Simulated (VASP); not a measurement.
# MnS (P6_3mc) in VASP: notebook

The runs below take MnS through single point, with PBE+U.

All numbers are computed with VASP 6.6.1; they aren't measurements. Logs are shortened: lines on timing, memory, paths and dates and some standing lists are left out, and cuts for length are marked.

## (1) The cell of the first run

The structure is hexagonal, space group P6_3mc (No. 186). Conventional cell: a = 3.976 Å, b = 3.976 Å, c = 6.432 Å, α = 90.00°, β = 90.00°, γ = 120.00°. Within 3.2 Å of Mn (site symmetry 3m) lie 4 S at 2.41 to 2.48 Å. Within 3.2 Å of S (site symmetry 3m) lie 4 Mn at 2.41 to 2.48 Å.

## (2) Single point, PBE+U, collinear spin, antiferromagnetic start

File INCAR:

```
PREC     = Accurate       # precision mode
ENCUT    = 520            # plane-wave cutoff, eV
EDIFF    = 1E-6           # SCF threshold, eV
ISMEAR   = 0              # smearing method
SIGMA    = 0.05           # smearing width, eV
LREAL    = False          # projectors in reciprocal space
LASPH    = True           # aspherical terms in the spheres
NELM     = 150            # most SCF steps
ALGO     = Normal         # electronic algorithm
ISIF     = 2              # what is computed and relaxed
LWAVE    = False          # write WAVECAR
LCHARG   = False          # write CHGCAR
ISPIN    = 2              # spin polarisation
MAGMOM   = 4.69 -4.69 -0.03 0.03 # initial moments
LORBIT   = 11             # projections on sites
LMAXMIX  = 4              # l up to which the mixer works
LDAU     = True           # DFT+U
LDAUTYPE = 1            
LDAUL    = 2 -1           # shell
LDAUU    = 4 0            # U, eV
LDAUJ    = 0.9 0        
LDAUPRINT= 1            
GGA      = PE             # functional
NBANDS   = 31             # bands
```

File KPOINTS:

```
Automatic mesh
0
Gamma
  6 6 3
```

File POSCAR:

```
MnS
1.0
    3.9760016100      0.0000000000      0.0000000000
   -1.9880008000      3.4433184000      0.0000000000
    0.0000000000      0.0000000000      6.4320005000
Mn S
2 2
Direct
    0.3333333333      0.6666666667      0.0000000000
    0.6666666667      0.3333333333      0.5000000000
    0.3333333333      0.6666666667      0.3850000000
    0.6666666667      0.3333333333      0.8850000000
```

Potentials or basis: VASP PAW PBE potentials, release 64 (Mn_pv, S).

Command:

```sh
$ cat potpaw_PBE.64/Mn_pv/POTCAR potpaw_PBE.64/S/POTCAR > POTCAR
$ mpirun -np 1 vasp_std > vasp.out
```

OUTCAR:

```text
PREC = Accurate
   ENCUT = 520
   EDIFF = 1E-6
   ISMEAR = 0
   LREAL = False
   LASPH = True
   NELM = 150
   ISIF = 2
   ISPIN = 2
   LORBIT = 11
   GGA = PE

 ion  position               nearest neighbor table
   1  0.333  0.667  0.000-   4 2.41   4 2.41   4 2.41   3 2.48
   2  0.667  0.333  0.500-   3 2.41   3 2.41   3 2.41   4 2.48
   3  0.333  0.667  0.385-   2 2.41   2 2.41   2 2.41   1 2.48
   4  0.667  0.333  0.885-   1 2.41   1 2.41   1 2.41   2 2.48

  LATTYP: Found a hexagonal cell.
 ALAT       =     3.9760016100
 C/A-ratio  =     1.6177057081

  Lattice vectors:

 A1 = (   3.9760016100,   0.0000000000,   0.0000000000)
 A2 = (  -1.9880008000,   3.4433184000,   0.0000000000)
 A3 = (   0.0000000000,   0.0000000000,   6.4320005000)

Analysis of symmetry for initial positions (statically):
=====================================================================
 Subroutine PRICEL returns:
 Original cell was already a primitive cell.

 Routine SETGRP: Setting up the symmetry group for a
 hexagonal supercell.

 Subroutine GETGRP returns: Found 12 space group operations
 (whereof  6 operations were pure point group operations)
 out of a pool of 24 trial point group operations.

The static configuration has the point symmetry C_3v.
 The point group associated with its full space group is C_6v.

Analysis of symmetry for dynamics (positions and initial velocities):
=====================================================================
 Subroutine PRICEL returns:
 Original cell was already a primitive cell.

 Routine SETGRP: Setting up the symmetry group for a
 hexagonal supercell.

 Subroutine GETGRP returns: Found 12 space group operations
 (whereof  6 operations were pure point group operations)
 out of a pool of 24 trial point group operations.

The dynamic configuration has the point symmetry C_3v.
 The point group associated with its full space group is C_6v.

Analysis of structural, dynamic, and magnetic symmetry:
=====================================================================
 Subroutine PRICEL returns:
 Original cell was already a primitive cell.

 Routine SETGRP: Setting up the symmetry group for a
 hexagonal supercell.

 Subroutine GETGRP returns: Found 12 space group operations
 (whereof  6 operations were pure point group operations)
 out of a pool of 24 trial point group operations.

The overall configuration has the point symmetry C_3v.
 The point group associated with its full space group is C_6v.

 Subroutine INISYM returns: Found 12 space group operations
 (whereof  6 operations are pure point group operations),
 and found     1 'primitive' translations

----------------------------------------------------------------------------------------

                                     Primitive cell

  volume of cell :      88.0582

  direct lattice vectors                    reciprocal lattice vectors
     3.976001610  0.000000000  0.000000000     0.251508952  0.145208761  0.000000000
    -1.988000800  3.443318400  0.000000000     0.000000000  0.290417523  0.000000000
     0.000000000  0.000000000  6.432000500     0.000000000  0.000000000  0.155472625

[... 144 lines left out ...]
  o =  0.0227  v =  0.0000  0.0000  0.0000  0.0000  0.0000  0.3750 -0.6080  0.0000 -0.5781  0.3944      0.0000  0.0000  0.0000  0.0000  0.0000  0.0000  0.0000  0.0000  0.0000  0.0000
  o =  0.0698  v =  0.0000  0.0000  0.0000  0.0000  0.0000  0.6080 -0.3750  0.0000  0.3944 -0.5781      0.0000  0.0000  0.0000  0.0000  0.0000  0.0000  0.0000  0.0000  0.0000  0.0000
  o =  0.0698  v =  0.0000  0.0000  0.0000  0.0000  0.0000  0.5781  0.3944  0.0000  0.3750  0.6080      0.0000  0.0000  0.0000  0.0000  0.0000  0.0000  0.0000  0.0000  0.0000  0.0000
  o =  0.0755  v =  0.0000  0.0000  0.0000  0.0000  0.0000 -0.0000  0.0000  1.0000 -0.0000  0.0000      0.0000  0.0000  0.0000  0.0000  0.0000  0.0000  0.0000  0.0000  0.0000  0.0000
  o =  0.9280  v = -0.3173 -0.6195 -0.0000  0.6515  0.3017  0.0000  0.0000  0.0000  0.0000  0.0000      0.0000  0.0000  0.0000  0.0000  0.0000  0.0000  0.0000  0.0000  0.0000  0.0000
  o =  0.9280  v = -0.3017  0.6515 -0.0000  0.6195 -0.3173  0.0000  0.0000  0.0000  0.0000  0.0000      0.0000  0.0000  0.0000  0.0000  0.0000  0.0000  0.0000  0.0000  0.0000  0.0000
  o =  0.9310  v = -0.0000  0.0000 -1.0000 -0.0000  0.0000  0.0000  0.0000  0.0000  0.0000  0.0000      0.0000  0.0000  0.0000  0.0000  0.0000  0.0000  0.0000  0.0000  0.0000  0.0000
  o =  0.9326  v =  0.6515 -0.3017 -0.0000  0.3173 -0.6195  0.0000  0.0000  0.0000  0.0000  0.0000      0.0000  0.0000  0.0000  0.0000  0.0000  0.0000  0.0000  0.0000  0.0000  0.0000
  o =  0.9326  v = -0.6195 -0.3173  0.0000 -0.3017 -0.6515  0.0000  0.0000  0.0000  0.0000  0.0000      0.0000  0.0000  0.0000  0.0000  0.0000  0.0000  0.0000  0.0000  0.0000  0.0000

atom =   2  type =  1  l = 2

 onsite density matrix

spin component  1

  0.0559  0.0000 -0.0000 -0.0215  0.0000
  0.0000  0.0367 -0.0000  0.0000 -0.0215
 -0.0000 -0.0000  0.0755  0.0000  0.0000
 -0.0215  0.0000  0.0000  0.0367 -0.0000
  0.0000 -0.0215  0.0000 -0.0000  0.0559

spin component  2

  0.9317  0.0000 -0.0000 -0.0018 -0.0000
  0.0000  0.9289 -0.0000  0.0000 -0.0018
 -0.0000 -0.0000  0.9310  0.0000  0.0000
 -0.0018  0.0000  0.0000  0.9289 -0.0000
 -0.0000 -0.0018  0.0000 -0.0000  0.9317

 occupancies and eigenvectors

  o =  0.0227  v =  0.3944 -0.5781  0.0000  0.6080 -0.3750  0.0000  0.0000  0.0000  0.0000  0.0000      0.0000  0.0000  0.0000  0.0000  0.0000  0.0000  0.0000  0.0000  0.0000  0.0000
  o =  0.0227  v =  0.3750  0.6080  0.0000  0.5781  0.3944  0.0000  0.0000  0.0000  0.0000  0.0000      0.0000  0.0000  0.0000  0.0000  0.0000  0.0000  0.0000  0.0000  0.0000  0.0000
  o =  0.0698  v = -0.6080 -0.3750 -0.0000  0.3944  0.5781  0.0000  0.0000  0.0000  0.0000  0.0000      0.0000  0.0000  0.0000  0.0000  0.0000  0.0000  0.0000  0.0000  0.0000  0.0000
  o =  0.0698  v =  0.5781 -0.3944  0.0000 -0.3750  0.6080  0.0000  0.0000  0.0000  0.0000  0.0000      0.0000  0.0000  0.0000  0.0000  0.0000  0.0000  0.0000  0.0000  0.0000  0.0000
  o =  0.0755  v = -0.0000 -0.0000  1.0000  0.0000  0.0000  0.0000  0.0000  0.0000  0.0000  0.0000      0.0000  0.0000  0.0000  0.0000  0.0000  0.0000  0.0000  0.0000  0.0000  0.0000
  o =  0.9280  v =  0.0000  0.0000  0.0000  0.0000  0.0000 -0.3173  0.6195 -0.0000 -0.6515  0.3017      0.0000  0.0000  0.0000  0.0000  0.0000  0.0000  0.0000  0.0000  0.0000  0.0000
  o =  0.9280  v =  0.0000  0.0000  0.0000  0.0000  0.0000 -0.3017 -0.6515 -0.0000 -0.6195 -0.3173      0.0000  0.0000  0.0000  0.0000  0.0000  0.0000  0.0000  0.0000  0.0000  0.0000
  o =  0.9310  v =  0.0000  0.0000  0.0000  0.0000  0.0000 -0.0000 -0.0000 -1.0000  0.0000  0.0000      0.0000  0.0000  0.0000  0.0000  0.0000  0.0000  0.0000  0.0000  0.0000  0.0000
  o =  0.9326  v =  0.0000  0.0000  0.0000  0.0000  0.0000  0.6515  0.3017 -0.0000 -0.3173 -0.6195      0.0000  0.0000  0.0000  0.0000  0.0000  0.0000  0.0000  0.0000  0.0000  0.0000
  o =  0.9326  v =  0.0000  0.0000  0.0000  0.0000  0.0000 -0.6195  0.3173  0.0000  0.3017 -0.6515      0.0000  0.0000  0.0000  0.0000  0.0000  0.0000  0.0000  0.0000  0.0000  0.0000

 number of electron      37.9999996 magnetization      -0.0000000

 Free energy of the ion-electron system (eV)
  ---------------------------------------------------
  ext. energy  EPLUGINS =         0.00000000
  ---------------------------------------------------
  free energy    TOTEN  =       -26.47639123 eV

  energy without entropy =      -26.47639123  energy(sigma->0) =      -26.47639123

 E-fermi :   4.0491     XC(G=0):  -9.2732

 val. band max:        3.7781980615   @ k =   0.0000   0.0000   0.0000
 cond. band min:       5.7933404494   @ k =   0.3333   0.3333   0.3333
 fundamental gap:      2.0151423879
 Fermi energy:         4.0491137493

 spin component 1

 k-point     1 :       0.0000    0.0000    0.0000
  band No.  band energies     occupation
      1     -46.3135      1.00000
      2     -46.3135      1.00000
      3     -46.3134      1.00000
      4     -41.5638      1.00000
      5     -41.5531      1.00000
      6     -41.5531      1.00000
[... 465 lines left out ...]
     30      11.9673      0.00000
     31      13.3230      0.00000
 Fermi energy:         4.0491137493

 spin component 2

 k-point     1 :       0.0000    0.0000    0.0000
  band No.  band energies     occupation
      1     -46.3135      1.00000
      2     -46.3135      1.00000
      3     -46.3134      1.00000
      4     -41.5638      1.00000
      5     -41.5531      1.00000
      6     -41.5531      1.00000
[... 465 lines left out ...]
     30      11.9673      0.00000
     31      13.3230      0.00000

------------------------ aborting loop because EDIFF is reached ----------------------------------------

  FORCE on cell =-STRESS in cart. coord.  units (eV):
  Direction    XX          YY          ZZ          XY          YZ          ZX
  --------------------------------------------------------------------------------------
  -------------------------------------------------------------------------------------
  Total        2.3673574      2.3673574      0.1574381      0.0000000      0.0000000      0.0000000
  in kB       43.0729496     43.0729496      2.8645125      0.0000001      0.0000000      0.0000000
  external PRESSURE =      29.6701372 kB  Pullay stress =       0.0000000 kB

 VOLUME and BASIS-vectors are now :
 -----------------------------------------------------------------------------
  energy-cutoff  :      520.00
  volume of cell :       88.06
      direct lattice vectors                 reciprocal lattice vectors
     3.976001610  0.000000000  0.000000000     0.251508952  0.145208761  0.000000000
    -1.988000800  3.443318400  0.000000000     0.000000000  0.290417523  0.000000000
     0.000000000  0.000000000  6.432000500     0.000000000  0.000000000  0.155472625

 POSITION                                       TOTAL-FORCE (eV/Angst)
 -----------------------------------------------------------------------------------
      0.00000      2.29555      0.00000         0.000000     -0.000000      0.377367
      1.98800      1.14777      3.21600        -0.000000      0.000000      0.377367
      0.00000      2.29555      2.47632         0.000000     -0.000000     -0.377367
      1.98800      1.14777      5.69232        -0.000000      0.000000     -0.377367
 -----------------------------------------------------------------------------------
    total drift:                               -0.000001     -0.000000      0.000337

  FREE ENERGIE OF THE ION-ELECTRON SYSTEM (eV)
  ---------------------------------------------------
  free  energy   TOTEN  =       -26.4763912295 eV

  energy  without entropy=      -26.4763912295  energy(sigma->0) =      -26.47639123

 total charge

# of ion       s       p       d       tot
------------------------------------------
    1        0.261   6.210   4.894  11.366
    2        0.261   6.210   4.894  11.366
    3        1.312   2.479   0.000   3.790
    4        1.312   2.479   0.000   3.790
--------------------------------------------------
tot          3.146  17.378   9.788  30.313

 magnetization (x)

# of ion       s       p       d       tot
------------------------------------------
    1        0.038   0.050   4.382   4.470
    2       -0.038  -0.050  -4.382  -4.470
    3       -0.002  -0.010   0.000  -0.013
    4        0.002   0.010   0.000   0.013
--------------------------------------------------
tot         -0.000   0.000  -0.000  -0.000
```

Wall time 70 s (1 thread of Intel Xeon Platinum 8375C at 2.90GHz (Ice Lake), shared host); peak memory 0.25 GiB.

Results:

```yaml
Free_energy: -26.4764 eV
Pressure: 3.0 GPa
Largest_force: 0.377 eV/Å
Band_gap_on_the_k_mesh: 2.02 eV (least direct gap 2.20 eV)
Net_moment: 0.00 μB per cell
Site_moments: Mn +4.47, -4.47; S -0.01, +0.01 μB
Valence_electrons_inside_the_program's_atomic_spheres: Mn 11.37; S 3.79
```

Forces in eV/Å, atoms in the order of the input:
```
Mn   0.000  0.000  0.377
Mn   0.000  0.000  0.377
S    0.000  0.000 -0.377
S    0.000  0.000 -0.377
```

Stress tensor (GPa, compression positive):
```
4.31 0.00 0.00
0.00 4.31 0.00
0.00 0.00 0.29
```

Eigenvalues of the final occupation matrices:
```
    site  spin  trace               eigenvalues
site 1 d     1   4.65  0.93 0.93 0.93 0.93 0.93
site 1 d     2   0.26  0.02 0.02 0.07 0.07 0.08
site 2 d     1   0.26  0.02 0.02 0.07 0.07 0.08
site 2 d     2   4.65  0.93 0.93 0.93 0.93 0.93
```

Caveat: an odd mesh through Γ misses points on the zone boundary, where band edges can lie. The state reached can hang on the start; a lower one may exist.

## (3) Single point, PBE+U, collinear spin, antiferromagnetic start

File INCAR:

```
ALGO = Normal ; EDIFF = 1E-7
ENCUT = 520 ; GGA = PE
ISIF = 2 ; ISMEAR = 0
ISPIN = 2 ; LASPH = True
LCHARG = False ; LDAU = True
LDAUJ = 0.9 0 ; LDAUL = 2 -1
LDAUPRINT = 1 ; LDAUTYPE = 1
LDAUU = 4 0 ; LMAXMIX = 4
LORBIT = 11 ; LREAL = False
LWAVE = False ; MAGMOM = 0.98 -0.98 0.03 -0.03
NBANDS = 31 ; NELM = 150
PREC = Accurate ; SIGMA = 0.05
```

File KPOINTS:

```
k-points
0
Gamma
  6 6 3
```

POSCAR is that of step 2.

Potentials or basis: VASP PAW PBE potentials, release 64 (Mn_pv, S).

Command:

```sh
$ cat potpaw_PBE.64/Mn_pv/POTCAR potpaw_PBE.64/S/POTCAR > POTCAR
$ mpirun -np 1 vasp_std > vasp.out
```

Wall time 81 s (1 thread of Intel Xeon Platinum 8375C at 2.90GHz (Ice Lake), shared host); peak memory 0.25 GiB.

Results (log left out):

* Free energy: -26.4764 eV
* Pressure: 3.0 GPa
* Largest force: 0.377 eV/Å
* Band gap on the k mesh: 2.02 eV (least direct gap 2.20 eV)
* Net moment: 0.00 μB per cell
* Site moments: Mn +4.47, -4.47; S -0.01, +0.01 μB
* Valence electrons inside the program's atomic spheres: Mn 11.37; S 3.79

Forces on the atoms (eV/Å):
```
Mn   0.000  0.000  0.377
Mn   0.000  0.000  0.377
S    0.000  0.000 -0.377
S    0.000  0.000 -0.377
```

Stress tensor (GPa, compression positive):
```
4.30 0.00 0.00
0.00 4.30 0.00
0.00 0.00 0.28
```

Levels at points of the mesh, in eV from the valence-band top:
Spin up:
```csv
k point,band 15,band 16,band 17,band 18,band 19,band 20,band 21,band 22,band 23,band 24
"(0.00, 0.00, 0.00)",-2.27,-2.27,-0.77,0.00,0.00,2.20,2.94,2.94,3.43,4.45
"(0.50, 0.00, 0.00)",-3.10,-2.74,-2.47,-1.71,-1.12,2.22,2.74,3.12,3.25,3.50
```
Spin down:
| k point | band 16 | band 17 | band 18 | band 19 | band 20 | band 21 | band 22 | band 23 |
| --- | --- | --- | --- | --- | --- | --- | --- | --- |
| (0.00, 0.00, 0.00) | -2.27 | -0.77 | 0.00 | 0.00 | 2.20 | 2.94 | 2.94 | 3.43 |
| (0.50, 0.00, 0.00) | -2.74 | -2.47 | -1.71 | -1.12 | 2.22 | 2.74 | 3.12 | 3.25 |

Eigenvalues of the final occupation matrices:
```csv
site,spin,trace,eigenvalues
site 1 d,1,4.65,0.93 0.93 0.93 0.93 0.93
site 1 d,2,0.26,0.02 0.02 0.07 0.07 0.08
site 2 d,1,0.26,0.02 0.02 0.07 0.07 0.08
site 2 d,2,4.65,0.93 0.93 0.93 0.93 0.93
```

Caveat: an odd mesh through Γ misses points on the zone boundary, where band edges can lie.

(Part 1 of 2 ends here.)
